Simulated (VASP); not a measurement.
Runs of VASP 6.6.1 on CsTa4. The structure is that of space group Pm-3m (No. 221), or close to it. The cells are those of the table. 

| task | potentials or basis | cell | k mesh | cutoff (eV) | second run | gap on the mesh (eV) | pressure (GPa) |
| --- | --- | --- | --- | --- | --- | --- | --- |
| relaxation of cell and atoms | VASP PAW PBE potentials, release 64 (Cs_sv, Ta_pv) | relaxed from a = 4.949 Å, 5 atoms | 8 × 8 × 8 | 600 | - | none | 0.0 |
| single point | VASP PAW PBE potentials, release 64 (Cs_sv, Ta_sv_GW) | a = 4.949 Å, 5 atoms | 4 × 4 × 4 | 500 | valence_matched | none | -0.6 |
| single point | VASP PAW PBE potentials, release 64 (Cs_sv, Ta_pv) | a = 4.921 Å, 5 atoms | 8 × 8 × 8 | 520 | - | none | 3.2 |
| single point | VASP PAW PBE potentials, release 64 (Cs_sv, Ta_pv) | a = 4.949 Å, 5 atoms | 4 × 4 × 4 | 520 | - | none | (a) |

Alike in all rows: level PBE; no spin polarisation; smearing gaussian 0.1 eV.

Question: Fill in the values left out.

Answer: (a) 0.2.

Caveats: spin-orbit coupling is left out, which moves the levels of the heavy elements.

A k mesh can miss the band edges, and the runs leave out spin-orbit coupling on Cs, Ta.

A gap of «none» marks levels without a gap at the run's occupations.

The runs don't all hold the same shells in valence.
